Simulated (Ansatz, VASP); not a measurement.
# One calculation of CsH, two programs

```
Cs H
1.0
     0.00000    3.18800    3.18800
     3.18800    0.00000    3.18800
     3.18800    3.18800    0.00000
Cs H
1 1
Direct
  0.96863 0.96863 0.03137
  0.50000 0.50000 0.50000
```

Change from the starting cell: all Cs atoms moved -0.200 Å, as atom 1 along Cartesian [0 0 1].

Alike in both runs: task single point; functional r2SCAN; k mesh 6 × 6 × 6; occupations gaussian, width 0.05 eV; no spin polarisation.

|  | VASP | Ansatz |
| --- | --- | --- |
| version | VASP 6.6.1 | Ansatz 0.2.0 |
| potentials or method | VASP PAW PBE potentials, release 64 (Cs_sv, H), cutoff 520 eV | scalar-relativistic, plane waves, PAW |
| valence electrons in the cell | 10 | 10 |

Ansatz gave:

* gap on the k mesh at the Fermi level (eV): 2.71
* least direct gap on the mesh (eV): 2.71
* pressure (GPa): 0.1
* traceless stress, the component that is largest in VASP (GPa): 0.28
* rms of the force components (eV/Å): 0.076

**Question.** What did VASP give for the same quantities?

**Answer.** gap on the k mesh at the Fermi level (eV): 2.70; least direct gap on the mesh (eV): 2.70; pressure (GPa): 0.1; traceless stress, the component that is largest in VASP (GPa): 0.29; rms of the force components (eV/Å): 0.077.

VASP's potentials were made for PBE, not for r2SCAN. Atom by atom the forces differ by 0.001 eV/Å (rms over components).

Spin-orbit coupling is off throughout.
